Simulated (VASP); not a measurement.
# CdS in VASP: single point with PBE

Aim: the single point of CdS with PBE.

Program: VASP 6.6.1. These are calculated values, not measurements. Logs are shortened: lines on timing, memory, paths and dates and some standing lists are left out, and cuts for length are marked.

## (1) The cell of the first run

The cell holds a wire with vacuum, 4 atoms: a = 11.400 Å, b = 9.300 Å, c = 4.532 Å, α = 90.00°, β = 90.00°, γ = 90.00°.

## (2) Single point, PBE, collinear spin, ferromagnetic start

The input, INCAR:

```
SYSTEM = CdS
PREC     = Accurate       ! precision mode
ENCUT    = 520            ! plane-wave cutoff, eV
EDIFF    = 1E-7           ! SCF threshold, eV
ISMEAR   = 0              ! smearing method
SIGMA    = 0.05           ! smearing width, eV
LREAL    = .False.        ! projectors in reciprocal space
LASPH    = .True.         ! aspherical terms in the spheres
NELM     = 150            ! most SCF steps
ALGO     = Normal         ! electronic algorithm
ISIF     = 2              ! what is computed and relaxed
LWAVE    = .False.        ! write WAVECAR
LCHARG   = .False.        ! write CHGCAR
ISPIN    = 2              ! spin polarisation
MAGMOM   = 0.5 0.5 0.5 0.5 ! initial moments
LORBIT   = 11             ! projections on sites
GGA      = PE             ! functional
NBANDS   = 30             ! bands
```

The input, KPOINTS:

```
regular mesh
0
Gamma
  1 1 14
  0 0 0
```

The input, POSCAR:

```
CdS
1.0
   11.4000000000      0.0000000000      0.0000000000
    0.0000000000      9.3000000000      0.0000000000
    0.0000000000      0.0000000000      4.5319524870
Cd S
2 2
Direct
    0.4176870802      0.5000000000      0.0000000000
    0.5823129198      0.5000000000      0.5000000000
    0.3394095466      0.5000000000      0.5000000000
    0.6605904534      0.5000000000      0.0000000000
```

Potentials or basis: VASP PAW PBE potentials, release 64 (Cd, S).

Run with:

```sh
> cat potpaw_PBE.64/Cd/POTCAR potpaw_PBE.64/S/POTCAR > POTCAR
> mpirun -np 1 vasp_std > vasp.out
```

OUTCAR:

```text
SYSTEM = CdS
   PREC = Accurate
   ENCUT = 520
   EDIFF = 1E-7
   ISMEAR = 0
   LREAL = .False.
   LASPH = .True.
   NELM = 150
   ISIF = 2
   ISPIN = 2
   LORBIT = 11
   GGA = PE

 ion  position               nearest neighbor table
   1  0.418  0.500  0.000-   3 2.44   3 2.44   4 2.77   2 2.94   2 2.94
   2  0.582  0.500  0.500-   4 2.44   4 2.44   3 2.77   1 2.94   1 2.94
   3  0.339  0.500  0.500-   1 2.44   1 2.44   2 2.77
   4  0.661  0.500  0.000-   2 2.44   2 2.44   1 2.77

  LATTYP: Found a simple orthorhombic cell.
 ALAT       =     4.5319524870
 B/A-ratio  =     2.0520956534
 C/A-ratio  =     2.5154720913

  Lattice vectors:

 A1 = (   0.0000000000,   0.0000000000,  -4.5319524870)
 A2 = (   0.0000000000,   9.3000000000,   0.0000000000)
 A3 = (  11.4000000000,   0.0000000000,   0.0000000000)

Analysis of symmetry for initial positions (statically):
=====================================================================
 Subroutine PRICEL returns:
 Original cell was already a primitive cell.

 Routine SETGRP: Setting up the symmetry group for a
 simple orthorhombic supercell.

 Subroutine GETGRP returns: Found  8 space group operations
 (whereof  4 operations were pure point group operations)
 out of a pool of  8 trial point group operations.

The static configuration has the point symmetry C_2v.
 The point group associated with its full space group is D_2h.

Analysis of symmetry for dynamics (positions and initial velocities):
=====================================================================
 Subroutine PRICEL returns:
 Original cell was already a primitive cell.

 Routine SETGRP: Setting up the symmetry group for a
 simple orthorhombic supercell.

 Subroutine GETGRP returns: Found  8 space group operations
 (whereof  4 operations were pure point group operations)
 out of a pool of  8 trial point group operations.

The dynamic configuration has the point symmetry C_2v.
 The point group associated with its full space group is D_2h.

Analysis of structural, dynamic, and magnetic symmetry:
=====================================================================
 Subroutine PRICEL returns:
 Original cell was already a primitive cell.

 Routine SETGRP: Setting up the symmetry group for a
 simple orthorhombic supercell.

 Subroutine GETGRP returns: Found  8 space group operations
 (whereof  4 operations were pure point group operations)
 out of a pool of  8 trial point group operations.

The overall configuration has the point symmetry C_2v.
 The point group associated with its full space group is D_2h.

 Subroutine INISYM returns: Found  8 space group operations
[... 114 lines left out ...]
   LRPA    =     F    only Hartree local field effects (RPA)
 spin polarized calculation
 Gauss-broadening in eV      SIGMA  =   0.05
  energy-cutoff  :      520.00
  volume of cell :      480.48
 maximum number of plane-waves:     12993
 NGX is ok and might be reduce to    90
   NGX = 43   NGY = 35   NGZ = 17

 number of electron      36.0000004 magnetization      -0.0000124

 number of electron      36.0000004 magnetization       0.0000021

 Free energy of the ion-electron system (eV)
  ---------------------------------------------------
  ext. energy  EPLUGINS =         0.00000000
  ---------------------------------------------------
  free energy    TOTEN  =       -10.12030492 eV

  energy without entropy =      -10.12030492  energy(sigma->0) =      -10.12030492

 E-fermi :  -4.3000     XC(G=0):  -2.9172

 val. band max:       -4.5249466978   @ k =   0.0000   0.0000   0.0000
 cond. band min:      -2.5585581870   @ k =   0.0000   0.0000   0.0000
 fundamental gap:      1.9663885109
 Fermi energy:        -4.2999596817

 spin component 1

 k-point     1 :       0.0000    0.0000    0.0000
  band No.  band energies     occupation
      1     -16.2531      1.00000
      2     -16.0489      1.00000
      3     -12.8255      1.00000
      4     -12.3603      1.00000
      5     -12.2563      1.00000
      6     -12.2462      1.00000
[... 253 lines left out ...]
     29       4.0320      0.00000
     30       4.0320      0.00000
 Fermi energy:        -4.2999596817

 spin component 2

 k-point     1 :       0.0000    0.0000    0.0000
  band No.  band energies     occupation
      1     -16.2531      1.00000
      2     -16.0489      1.00000
      3     -12.8255      1.00000
      4     -12.3603      1.00000
      5     -12.2563      1.00000
      6     -12.2462      1.00000
[... 253 lines left out ...]
     29       4.0325      0.00000
     30       4.0325      0.00000

------------------------ aborting loop because EDIFF is reached ----------------------------------------

  FORCE on cell =-STRESS in cart. coord.  units (eV):
  Direction    XX          YY          ZZ          XY          YZ          ZX
  --------------------------------------------------------------------------------------
  -------------------------------------------------------------------------------------
  Total        0.2104801      0.0218653      0.5031814      0.0000000      0.0000000      0.0000000
  in kB        0.7018567      0.0729108      1.6778842      0.0000000      0.0000000      0.0000000
  external PRESSURE =       0.8175506 kB  Pullay stress =       0.0000000 kB

 VOLUME and BASIS-vectors are now :
 -----------------------------------------------------------------------------
  energy-cutoff  :      520.00
  volume of cell :      480.48
      direct lattice vectors                 reciprocal lattice vectors
    11.400000000  0.000000000  0.000000000     0.087719298  0.000000000  0.000000000
     0.000000000  9.300000000  0.000000000     0.000000000  0.107526882  0.000000000
     0.000000000  0.000000000  4.531952487     0.000000000  0.000000000  0.220655447

 POSITION                                       TOTAL-FORCE (eV/Angst)
 -----------------------------------------------------------------------------------
      4.76163      4.65000      0.00000         0.016162      0.000000      0.000000
      6.63837      4.65000      2.26598        -0.016162      0.000000      0.000000
      3.86927      4.65000      2.26598        -0.066355      0.000000      0.000000
      7.53073      4.65000      0.00000         0.066355      0.000000      0.000000
 -----------------------------------------------------------------------------------
    total drift:                               -0.000000     -0.000000     -0.000000

  FREE ENERGIE OF THE ION-ELECTRON SYSTEM (eV)
  ---------------------------------------------------
  free  energy   TOTEN  =       -10.1203049218 eV

  energy  without entropy=      -10.1203049218  energy(sigma->0) =      -10.12030492

 total charge

# of ion       s       p       d       tot
------------------------------------------
    1        0.447   0.289   9.556  10.292
    2        0.447   0.289   9.556  10.292
    3        1.340   2.338   0.000   3.678
    4        1.340   2.338   0.000   3.678
--------------------------------------------------
tot          3.574   5.255  19.112  27.941

 magnetization (x)

# of ion       s       p       d       tot
------------------------------------------
    1        0.000   0.000   0.000   0.000
    2        0.000   0.000   0.000   0.000
    3        0.000  -0.000   0.000  -0.000
    4        0.000  -0.000   0.000  -0.000
--------------------------------------------------
tot          0.000  -0.000   0.000  -0.000
```

Wall time 6.8 min (1 thread of Intel Xeon 6975P-C, shared host); peak memory 0.73 GiB.

Results:

```yaml
Free_energy: -10.1203 eV
Largest_force: 0.066 eV/Å
Band_gap_on_the_k_mesh: 1.97 eV, direct
Net_moment: 0.00 μB per cell
Valence_electrons_inside_the_program's_atomic_spheres: Cd 10.29; S 3.68
```

Forces on the atoms (eV/Å):
```
Cd   0.016  0.000  0.000
Cd  -0.016  0.000  0.000
S   -0.066  0.000  0.000
S    0.066  0.000  0.000
```
